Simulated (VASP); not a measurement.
Cd, 1 atom in the cell. It takes space group R-3m (No. 166, trigonal). Conventional cell: a = 3.260 Å, b = 3.260 Å, c = 7.151 Å, α = 90.00°, β = 90.00°, γ = 120.00°. Cd (site symmetry -3m) has 12 Cd at 3.04 to 3.26 Å within 4.0 Å.  This cell differs from its parent crystal: ratio of the length along z to the lengths across it x 0.96, volume and fractional coordinates fixed.

* Program: VASP 6.6.1
* Task: single point
* Functional: PBE
* Potentials or basis: VASP PAW PBE potentials, release 64 (Cd)
* Cutoff: 520 eV
* k mesh: 21 × 21 × 21
* Occupations: gaussian, width 0.15 eV
* Spin: no spin polarisation
* Dipole correction: no
* Further INCAR settings: ALGO = Normal; EDIFF = 1e-07; NBANDS = 12

Potentials or basis: VASP PAW PBE potentials, release 64 (Cd).

Run with:

```console
$ cat potpaw_PBE.64/Cd/POTCAR > POTCAR
$ mpirun -np 1 vasp_std > vasp.out
```

Hardware: 1 thread of Intel(R) Xeon(R) 6975P-C (Granite Rapids), with other jobs on the host.

Q: How long does it take, and how much memory?

A: Run time: 44 s on 1 thread of Intel(R) Xeon(R) 6975P-C (Granite Rapids), with other jobs on the host, peak memory 0.32 GiB. Counts: scf iterations 11, k points 891.
